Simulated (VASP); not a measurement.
Here is a VASP 6.6.1 calculation.

The input POSCAR:

```
BaTiO3
1.0
   -4.0522441600      0.0000000000     -4.0522441600
    0.0000000000     -4.0522441600      0.0000000000
   -4.0522441600      0.0000000000      4.0522441600
Ba Ti O
2 2 6
Direct
    0.0000000000      0.0000000000      0.0000000000
    0.5000000000      0.0000000000      0.5000000000
    0.0000000000      0.5000000000      0.5000000000
    0.5000000000      0.5000000000      0.0000000000
    0.7500000000      0.5000000000      0.2500000000
    0.2500000000      0.5000000000      0.7500000000
    0.0000000000      0.0000000000      0.5000000000
    0.5000000000      0.0000000000      0.0000000000
    0.7500000000      0.5000000000      0.7500000000
    0.2500000000      0.5000000000      0.2500000000
```

The input INCAR.step1:

```
SYSTEM = BaTiO3
ALGO     = Normal         ! electronic algorithm
EDIFF    = 1E-4           ! SCF threshold, eV
ENCUT    = 520            ! plane-wave cutoff, eV
GGA      = PE             ! functional
ISMEAR   = -1             ! smearing method
LASPH    = .TRUE.         ! aspherical terms in the spheres
LCHARG   = .FALSE.        ! write CHGCAR
LREAL    = .FALSE.        ! projectors in reciprocal space
LWAVE    = .TRUE.         ! write WAVECAR
NBANDS   = 51             ! bands
NELM     = 80             ! most SCF steps
PREC     = Accurate       ! precision mode
SIGMA    = 0.1            ! smearing width, eV
```

The input INCAR.step2:

```
SYSTEM = BaTiO3
ALGO     = Normal         ! electronic algorithm
EDIFF    = 1E-6           ! SCF threshold, eV
ENCUT    = 520            ! plane-wave cutoff, eV
ISIF     = 2              ! what is computed and relaxed
ISMEAR   = -1             ! smearing method
ISTART   = 1            
LASPH    = .TRUE.         ! aspherical terms in the spheres
LCHARG   = .FALSE.        ! write CHGCAR
LMIXTAU  = .TRUE.       
LREAL    = .FALSE.        ! projectors in reciprocal space
LWAVE    = .FALSE.        ! write WAVECAR
METAGGA  = R2SCAN         ! meta-GGA
NBANDS   = 51             ! bands
NELM     = 80             ! most SCF steps
PREC     = Accurate       ! precision mode
SIGMA    = 0.1            ! smearing width, eV
```

File KPOINTS:

```
k-points
0
G
  5 6 5
  0 0 0
```

Potentials or basis: VASP PAW PBE potentials, release 64 (Ba_sv, Ti_sv, O).

The run is started by

```bash
$ cat potpaw_PBE.64/Ba_sv/POTCAR potpaw_PBE.64/Ti_sv/POTCAR potpaw_PBE.64/O/POTCAR > POTCAR
$ cp INCAR.step1 INCAR
$ mpirun -np 1 vasp_std > vasp.out
$ cp INCAR.step2 INCAR
$ mpirun -np 1 vasp_std > vasp.out
```

Question: Estimate the band gap on the k mesh.

Answer: 2.05 eV.

Question: Predict the pressure.

Answer: -5.4 GPa.

Caveat: the cell stands under tension; the PAW data sets were made with another functional, which shifts forces and pressure a little; spin-orbit coupling is left out, which moves the levels of the heavy elements; an odd mesh through Γ misses points on the zone boundary, where band edges can lie. r2SCAN opens gaps a little over a GGA but as a rule still falls short of measured ones.
